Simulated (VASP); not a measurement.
Input of a VASP 6.6.1 run:

Contents of INCAR:

```
SYSTEM = Re2Br
PREC = Accurate
ENCUT = 520
EDIFF = 1E-6
ISMEAR = 0
SIGMA = 0.1
LREAL = .False.
LASPH = .True.
NELM = 100
ALGO = Normal
ISIF = 2
LWAVE = .False.
LCHARG = .False.
GGA = PE
NBANDS = 18
```

File KPOINTS:

```
regular mesh
0
Gamma
  18 18 18
  0 0 0
```

Contents of POSCAR:

```
Re2Br
1.0
    1.7255089352      0.9962230482      6.0503764430
   -1.7255089352      0.9962230482      6.0503764430
    0.0000000000     -1.9924460964      6.0503764430
Re Br
2 1
Direct
    0.7971880441      0.7971880441      0.7971880441
    0.2028119559      0.2028119559      0.2028119559
    0.0000000000      0.0000000000      0.0000000000
```

Potentials or basis: VASP PAW PBE potentials, release 64 (Re, Br).

The run is started by

```sh
$ cat potpaw_PBE.64/Re/POTCAR potpaw_PBE.64/Br/POTCAR > POTCAR
$ mpirun -np 1 vasp_std > vasp.out
```

(1) Predict the pressure.

(2) Predict the largest force.

(3) What does it give for the band gap on the k mesh?

Answers

(1) -1.4 GPa.

(2) 0.406 eV/Å.

(3) zero (an odd number of electrons rules out a gap without spin polarisation).

Caveat: spin-orbit coupling is left out, which moves the levels of the heavy elements.
